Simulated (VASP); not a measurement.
Here is a VASP 6.6.1 calculation.

INCAR

```
PREC = Accurate
ENCUT = 520
EDIFF = 1E-6
ISMEAR = -1
SIGMA = 0.05
LREAL = False
LASPH = True
NELM = 80
ALGO = Normal
ISIF = 2
LWAVE = False
LCHARG = False
GGA = CA
NBANDS = 18
```

Contents of KPOINTS:

```
Automatic mesh
0
Gamma
  14 14 14
```

POSCAR

```
Au
1.0
    0.0000000000      2.5026727653      2.5026727653
    2.5026727653      0.0000000000      2.5026727653
    2.5026727653      2.5026727653      0.0000000000
Au
2
Direct
   -0.1250000000     -0.1250000000     -0.1250000000
    0.1250000000      0.1250000000      0.1250000000
```

Potentials or basis: VASP PAW LDA potentials, release 64 (Au).

Launch:

```console
$ cat potpaw_LDA.64/Au/POTCAR > POTCAR
$ mpirun -np 1 vasp_std > vasp.out
```

Question: Predict the pressure.

Answer: 167.8 GPa.

Question: Estimate the band gap on the k mesh.

Answer: Zero (band 11 reaches 11.96 eV, above the bottom of band 12 at 11.18 eV).

Caveat: spin-orbit coupling is left out, which moves the levels of the heavy elements.
